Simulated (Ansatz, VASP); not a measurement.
Two plane-wave programs on Pt

```
CELL_PARAMETERS angstrom
0.00000 1.96239 1.96239
1.96239 0.00000 1.96239
1.96239 1.96239 0.00000
ATOMIC_POSITIONS crystal
Pt 0.00000 0.00000 0.00000
```

Alike in both runs: functional r2SCAN; dispersion rVV10; k mesh 18 × 18 × 18; occupations gaussian, width 0.1 eV; no spin polarisation.

Ansatz relaxed the structure, and its values are those at the end. VASP's run is a single point on that final structure, the one shown.

|  | VASP | Ansatz |
| --- | --- | --- |
| version | VASP 6.6.1 | Ansatz 0.2.0 |
| potentials or method | VASP PAW PBE potentials, release 64 (Pt_sv_GW), cutoff 630 eV | scalar-relativistic, plane waves, PAW |
| valence electrons in the cell | 18 | 18 |

|  | VASP | Ansatz | Ansatz less VASP |
| --- | --- | --- | --- |
| gap on the k mesh at the Fermi level (eV) | none | none | - |
| pressure (GPa) | 0.0 | 0.0 | -0.01 |

VASP's potentials were made for PBE, not for r2SCAN. A gap of «none» marks a metal or a gap that the smearing closes.

Neither program's run includes spin-orbit coupling.
